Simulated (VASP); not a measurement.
Pt: single point with LDA

Crystal: Pt.

```
Pt
1.0
     0.00000    1.94743    1.94743
     1.94743    0.00000    1.94743
     1.94743    1.94743    0.00000
Pt
1
Direct
  0.00000 0.00000 0.00000
```

```json
{
  "Program": "VASP 6.6.1",
  "Task": "single point",
  "Functional": "LDA",
  "Potentials or basis": "VASP PAW LDA potentials, release 64 (Pt)",
  "Cutoff": "520 eV",
  "k mesh": "5 × 5 × 5",
  "Occupations": "fermi-dirac, width 0.1 eV",
  "Spin": "no spin polarisation",
  "Dipole correction": "no",
  "Further INCAR settings": "ALGO = Normal; EDIFF = 1e-06; NBANDS = 11"
}
```

```json
{
 "Pressure": "6.5 GPa",
 "Band gap on the k mesh": "zero (band 5 reaches 11.62 eV, above the bottom of band 6 at 9.82 eV)"
}
```

Levels at points of the mesh, in eV from the Fermi level:
```
           k point  band 2  band 3  band 4  band 5  band 6  band 7  band 8  band 9
(0.00, 0.00, 0.00)   -3.90   -3.90   -3.90   -1.64   -1.64   14.60   19.63   19.63
```

It took 2.6 s on 1 thread of Intel(R) Xeon(R) Platinum 8559C (Emerald Rapids), with other jobs on the host, peak memory 0.12 GiB.

Caveat: the k points lie up to 0.56 Å⁻¹ apart; spin-orbit coupling is left out, which moves the levels of the heavy elements.
